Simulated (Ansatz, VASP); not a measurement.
CoSi2: VASP beside Ansatz

```
Co Si
1.0
     3.82376    0.00000    0.00000
     0.00000    3.82376    0.00000
     0.00000    0.00000    2.67856
Co Si
1 2
Cartesian
  1.9119 1.9119 0.0000
  0.0000 1.9119 1.3393
  1.9119 0.0000 1.3393
```

Alike in both runs: task relaxation of cell and atoms; functional PBE; k mesh 12 × 12 × 18; occupations gaussian, width 0.1 eV; no spin polarisation.

|  | VASP | Ansatz |
| --- | --- | --- |
| version | VASP 6.6.1 | Ansatz 0.2.0 |
| potentials or method | VASP PAW PBE potentials, release 64 (Co, Si), cutoff 600 eV | scalar-relativistic, plane waves, PAW |
| valence electrons in the cell | 17 | 25 |

|  | VASP | Ansatz | Ansatz less VASP |
| --- | --- | --- | --- |
| gap on the k mesh at the Fermi level, each at its own relaxed structure (eV) | none | none | - |
| relaxed volume (Å³/atom) | 13.03 | 13.04 | +0.010 |
| relaxed cell length with the largest relative difference (Å) | 3.847 | 3.849 | +0.0016 |

A gap of «none» marks a metal or a gap that the smearing closes. VASP's potentials hold 17 valence electrons a cell and Ansatz's 25, so a difference there can come from the potentials and not from the codes.
